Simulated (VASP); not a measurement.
Crystal: V.

```
CELL_PARAMETERS angstrom
-1.51614 1.51614 1.51614
1.51614 -1.51614 1.51614
1.51614 1.51614 -1.51614
ATOMIC_POSITIONS crystal
V 0.00000 0.00000 0.00000
```

| Property | Result |
| --- | --- |
| Program | VASP 6.6.1 |
| Task | relaxation of cell and atoms |
| Functional | PBEsol |
| Potentials or basis | VASP PAW PBE potentials, release 64 (V_sv) |
| Cutoff | 600 eV |
| k mesh | 10 × 10 × 10 |
| Occupations | gaussian, width 0.1 eV |
| Spin | no spin polarisation |

At the start: pressure -11.8 GPa; volume 13.94 Å³/atom.

Problem. Where does the relaxation end?

Solution. Over 3 steps the energy falls by 34.9 meV/atom and the volume is 13.06 Å³/atom (-6.3 %); space group Im-3m (No. 229, to 0.05 Å).

The path:
```
step  energy change (eV)  largest force (eV/Å)  pressure (GPa)  volume (Å³)
   1              0.0000                0.0000          -11.79        13.94
   2              0.0262                0.0000           19.42        11.97
   3             -0.0349                0.0000           -0.33        13.06
```

Final structure:
```
CELL_PARAMETERS angstrom
-1.48343 1.48343 1.48343
1.48343 -1.48343 1.48343
1.48343 1.48343 -1.48343
ATOMIC_POSITIONS crystal
V 0.00000 0.00000 0.00000
```

Caveat: the PAW data sets were made with another functional, which shifts forces and pressure a little.
